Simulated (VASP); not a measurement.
Wanted: the native input for a VASP 6.6.1 run.

| Property | Result |
| --- | --- |
| Task | single point |
| Functional | PBEsol |
| Potentials or basis | VASP PAW PBE potentials, release 64 (B) |
| Cutoff | 520 eV |
| k mesh | 6 × 6 × 4 |
| Occupations | gaussian, width 0.02 eV |
| Spin | no spin polarisation |
| Dipole correction | no |
| Further INCAR settings | LREAL = Auto; ALGO = Normal; EDIFF = 1e-06; NBANDS = 62 |

The structure of B lies in POSCAR:

```
B
1.0
    5.0227030249      0.0000000000      0.0000000000
    0.0000000000      5.5882361497      0.0000000000
    0.0000000000      0.0000000000      6.8782604526
B
28
Direct
    0.6527428731      0.9078231910      0.2900224425
    0.3472571269      0.0921768090      0.2900224425
    0.1527428731      0.5921768090      0.2099775575
    0.8472571269      0.4078231910      0.2099775575
    0.3472571269      0.0921768090      0.7099775575
    0.6527428731      0.9078231910      0.7099775575
    0.8472571269      0.4078231910      0.7900224425
    0.1527428731      0.5921768090      0.7900224425
    0.1481780411      0.7715477304      0.0000000000
    0.8518219589      0.2284522696      0.0000000000
    0.6481780411      0.7284522696      0.5000000000
    0.3518219589      0.2715477304      0.5000000000
    0.8355088215      0.9915510930      0.5000000000
    0.1644911785      0.0084489070      0.5000000000
    0.3355088215      0.5084489070      0.0000000000
    0.6644911785      0.4915510930      0.0000000000
    0.3398223457      0.7812717642      0.3740990789
    0.6601776543      0.2187282358      0.3740990789
    0.8398223457      0.7187282358      0.1259009211
    0.1601776543      0.2812717642      0.1259009211
    0.6601776543      0.2187282358      0.6259009211
    0.3398223457      0.7812717642      0.6259009211
    0.1601776543      0.2812717642      0.8740990789
    0.8398223457      0.7187282358      0.8740990789
    0.1705927850      0.5223328399      0.5000000000
    0.8294072150      0.4776671601      0.5000000000
    0.6705927850      0.9776671601      0.0000000000
    0.3294072150      0.0223328399      0.0000000000
```

The input as run:

INCAR

```
ALGO = Normal
EDIFF = 1E-6
ENCUT = 520
GGA = PS
ISIF = 2
ISMEAR = 0
LASPH = True
LCHARG = True
LELF = True
LREAL = Auto
LVHAR = True
LWAVE = False
NBANDS = 62
NELM = 100
PREC = Accurate
SIGMA = 0.02
```

KPOINTS

```
k-points
0
Gamma
  6 6 4
```

Potentials or basis: VASP PAW PBE potentials, release 64 (B).

Launch:

```bash
$ cat potpaw_PBE.64/B/POTCAR > POTCAR
$ mpirun -np 1 vasp_std > vasp.out
```

Results of the run:

| Property | Result |
| --- | --- |
| Pressure | 0.4 GPa |
| Largest force | 0.025 eV/Å |
| Band gap on the k mesh | 1.49 eV, indirect (least direct gap 1.64 eV) |

Caveat: the PAW data sets were made with another functional, which shifts forces and pressure a little.

Wall time 7 min on 1 thread of Intel(R) Xeon(R) 6975P-C (Granite Rapids), with other jobs on the host, peak memory 0.49 GiB.
